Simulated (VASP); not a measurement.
Wanted: the native input for a VASP 6.6.1 run.

- Task: single point
- Functional: r2SCAN
- Potentials or basis: VASP PAW PBE potentials, release 64 (Na_pv)
- Cutoff: 520 eV
- k mesh: 8 × 8 × 3
- Occupations: fermi-dirac, width 0.05 eV
- Spin: no spin polarisation
- Dipole correction: no
- Further INCAR settings: ALGO = Normal; EDIFF = 1e-06; NBANDS = 22

Na:

```
Na
1.0
     3.65037    0.00000    0.00000
    -1.82519    3.16131    0.00000
     0.00000    0.00000   12.36788
Na
4
Direct
  0.66667 0.33333 0.75000
  0.00000 0.00000 0.50000
  0.33333 0.66667 0.25000
  0.00000 0.00000 0.00000
```

The input as run:

POSCAR

```
Na
1.0
    3.6503718133      0.0000000000      0.0000000000
   -1.8251859066      3.1613147235      0.0000000000
    0.0000000000      0.0000000000     12.3678775047
Na
4
Direct
    0.6666666667      0.3333333333      0.7500000000
    0.0000000000      0.0000000000      0.5000000000
    0.3333333333      0.6666666667      0.2500000000
    0.0000000000      0.0000000000      0.0000000000
```

INCAR.step1

```
SYSTEM = Na
PREC = Accurate
ENCUT = 520
ISMEAR = -1
SIGMA = 0.05
LREAL = .False.
LASPH = .True.
NELM = 80
NBANDS = 22
GGA = PE
ALGO = Normal
EDIFF = 1E-4
LWAVE = .True.
LCHARG = .False.
```

INCAR.step2

```
SYSTEM = Na
PREC = Accurate
ENCUT = 520
EDIFF = 1E-6
ISMEAR = -1
SIGMA = 0.05
LREAL = .False.
LASPH = .True.
NELM = 80
ALGO = Normal
ISIF = 2
LWAVE = .False.
LCHARG = .False.
METAGGA = R2SCAN
LMIXTAU = .True.
NBANDS = 22
ISTART = 1
```

KPOINTS

```
regular mesh
0
Gamma
  8 8 3
  0 0 0
```

Potentials or basis: VASP PAW PBE potentials, release 64 (Na_pv).

The run is started by

```console
$ cat potpaw_PBE.64/Na_pv/POTCAR > POTCAR
$ cp INCAR.step1 INCAR
$ mpirun -np 1 vasp_std > vasp.out
$ cp INCAR.step2 INCAR
$ mpirun -np 1 vasp_std > vasp.out
```

Results of the run:

```yaml
Pressure: 0.5 GPa
Band_gap_on_the_k_mesh: zero (band 14 reaches 1.69 eV, above the bottom of band 15 at -2.04 eV)
```

Caveat: the PAW data sets were made with another functional, which shifts forces and pressure a little.

Run time: 120 s on 1 thread of Intel(R) Xeon(R) 6975P-C (Granite Rapids), with other jobs on the host, peak memory 0.29 GiB.
